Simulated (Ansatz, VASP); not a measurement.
## One calculation of WC, two programs

```xyz
4
Lattice="3.1626 0.0000 0.0000 -1.5813 2.7389 0.0000 0.0000 0.0000 4.8465" Properties=species:S:1:pos:R:3 pbc="T T T"
W     1.5813    0.9130    3.6349
W     0.0000    1.8259    1.2116
C     0.0000    0.0000    0.0000
C     0.0000    0.0000    2.4233
```

Alike in both runs: task single point; functional PBEsol; k mesh 15 × 15 × 10; occupations gaussian, width 0.1 eV; no spin polarisation.

|  | VASP | Ansatz |
| --- | --- | --- |
| version | VASP 6.6.1 | Ansatz 0.2.0 |
| potentials or method | VASP PAW PBE potentials, release 64 (W_sv, C_h), cutoff 1300 eV | scalar-relativistic, plane waves, PAW |
| valence electrons in the cell | 36 | 36 |

|  | VASP | Ansatz | Ansatz less VASP |
| --- | --- | --- | --- |
| gap on the k mesh at the Fermi level (eV) | none | none | - |
| pressure (GPa) | -7.9 | -9.0 | -1.11 |
| traceless stress, the component that is largest in VASP (GPa) | 42.73 | 42.80 | +0.070 |

VASP's potentials were made for PBE, not for PBEsol. A gap of «none» marks a metal or a gap that the smearing closes.

Neither program's run includes spin-orbit coupling.
